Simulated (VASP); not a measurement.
Input of a VASP 6.6.1 run:

Contents of POSCAR:

```
BeS
1.0
    0.0000000000      2.3172971951      2.3172971951
    2.3172971951      0.0000000000      2.3172971951
    2.3172971951      2.3172971951      0.0000000000
Be S
1 1
Direct
    0.0000000000      0.0000000000      0.0000000000
    0.5000000000      0.5000000000      0.5000000000
```

Contents of INCAR.step1:

```
SYSTEM = BeS
  ALGO = Normal
  EDIFF = 1E-5
  ENCUT = 520
  GGA = PE
  ISIF = 2
  ISMEAR = 0
  LASPH = .True.
  LREAL = .False.
  LWAVE = .True.
  NBANDS = 11
  NELM = 60
  PREC = Accurate
  SIGMA = 0.01
```

Contents of INCAR.step2:

```
SYSTEM = BeS
  ALGO = Normal
  EDIFF = 1E-6
  ENCUT = 520
  GGA = PE
  HFSCREEN = 0.2079
  ISIF = 2
  ISMEAR = 0
  ISTART = 1
  LASPH = .True.
  LCHARG = .True.
  LELF = .True.
  LHFCALC = .True.
  LREAL = .False.
  LVHAR = .True.
  LWAVE = .False.
  NBANDS = 11
  NELM = 60
  PREC = Accurate
  PRECFOCK = Normal
  SIGMA = 0.01
```

File KPOINTS:

```
k-points
0
Gamma
  6 6 6
  0 0 0
```

Potentials or basis: VASP PAW PBE potentials, release 64 (Be, S).

Command:

```sh
$ cat potpaw_PBE.64/Be/POTCAR potpaw_PBE.64/S/POTCAR > POTCAR
$ cp INCAR.step1 INCAR
$ mpirun -np 1 vasp_std > vasp.out
$ cp INCAR.step2 INCAR
$ mpirun -np 1 vasp_std > vasp.out
```

Q: Estimate the band gap on the k mesh.

A: 1.74 eV, indirect (least direct gap 5.20 eV).

Q: Predict the pressure.

A: -2.0 GPa.

Caveat: the PAW data sets were made with another functional, which shifts forces and pressure a little. A k mesh can miss the band edges.
